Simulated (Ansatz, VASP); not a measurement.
## Two plane-wave programs on BaTiO3

The input INCAR:

```
PREC = Accurate ; ENCUT = 520
EDIFF = 1E-6 ; ISMEAR = 0
SIGMA = 0.05 ; LREAL = F
LASPH = T ; NELM = 150
ALGO = Normal ; ISIF = 2
LWAVE = F ; LCHARG = T
LMAXMIX = 4 ; LDAU = T
LDAUTYPE = 2 ; LDAUL = -1 2 -1
LDAUU = 0 4 0 ; LDAUJ = 0 0 0
LDAUPRINT = 1 ; GGA = PE
LELF = T ; LVHAR = T
NBANDS = 28
```

KPOINTS

```
Automatic mesh
0
Gamma
  8 8 8
```

POSCAR

```
BaTiO3
1.0
    3.9615697246      0.0000000000      0.0000000000
    0.0000000000      3.9615697246      0.0000000000
    0.0000000000      0.0000000000      3.9615697246
Ba Ti O
1 1 3
Direct
    0.5002289314      0.5000000000      0.5000000000
    0.0084728830      0.0000000000      0.0000000000
    0.4862243621      0.0000000000      0.0000000000
   -0.0067695954      0.5000000000      0.0000000000
   -0.0067695954      0.0000000000      0.5000000000
```

Input for Ansatz:

```yaml
crystal:
  lattice:
    - [3.9615697246, 0.0, 0.0]
    - [0.0, 3.9615697246, 0.0]
    - [0.0, 0.0, 3.9615697246]
  atoms:
    - { symbol: Ba, position: [0.5002289314, 0.5, 0.5] }
    - { symbol: Ti, position: [0.008472883, 0.0, 0.0] }
    - { symbol: O, position: [0.4862243621, 0.0, 0.0] }
    - { symbol: O, position: [-0.0067695954, 0.5, 0.0] }
    - { symbol: O, position: [-0.0067695954, 0.0, 0.5] }
basis:
  ecutwfc: 520.0
kpoints:
  mp_grid: { grid: [8, 8, 8] }
hamiltonian:
  xc: pbe
  pseudopotentials: { kind: paw, azcp: { folder: soft_1 } }
  hubbard: { sites: [{ species: Ti, l: d, u_eff: 4.0 }] }
scf:
  occupations: { method: gaussian, width: 0.05 }
output:
  forces: true
  stress: true
  eigenvalues: true
  write_density: true
  write_potential: true
  elf: true
  volumetric_format: npy
```

Change from the starting cell: mode 1 frozen in at -0.056 Å, equal normal strain along x, y and z -0.0167.

Alike in both runs: task single point; functional PBE; k mesh 8 × 8 × 8; occupations gaussian, width 0.05 eV; no spin polarisation; Hubbard terms Ti d U = 4.0 eV.

|  | VASP | Ansatz |
| --- | --- | --- |
| version | VASP 6.6.1 | Ansatz 0.2.0 |
| potentials or method | VASP PAW PBE potentials, release 64 (Ba_sv, Ti_sv, O), cutoff 520 eV | scalar-relativistic, plane waves, PAW |
| valence electrons in the cell | 40 | 40 |

VASP gave:

| Property | Result |
| --- | --- |
| gap on the k mesh at the Fermi level (eV) | 2.31 |
| least direct gap on the mesh (eV) | 2.53 |
| pressure (GPa) | 14.0 |
| traceless stress, the component that is largest in VASP (GPa) | 0.97 |
| rms of the force components (eV/Å) | 0.189 |

**Question.** Which values does Ansatz return?

**Answer.** gap on the k mesh at the Fermi level (eV): 2.37; least direct gap on the mesh (eV): 2.55; pressure (GPa): 9.7; traceless stress, the component that is largest in VASP (GPa): 0.78; rms of the force components (eV/Å): 0.076.

The programs project onto different local orbitals, so the same U acts differently, and such runs can settle in different states. Atom by atom the forces differ by 0.116 eV/Å (rms over components).

Neither program's run includes spin-orbit coupling.
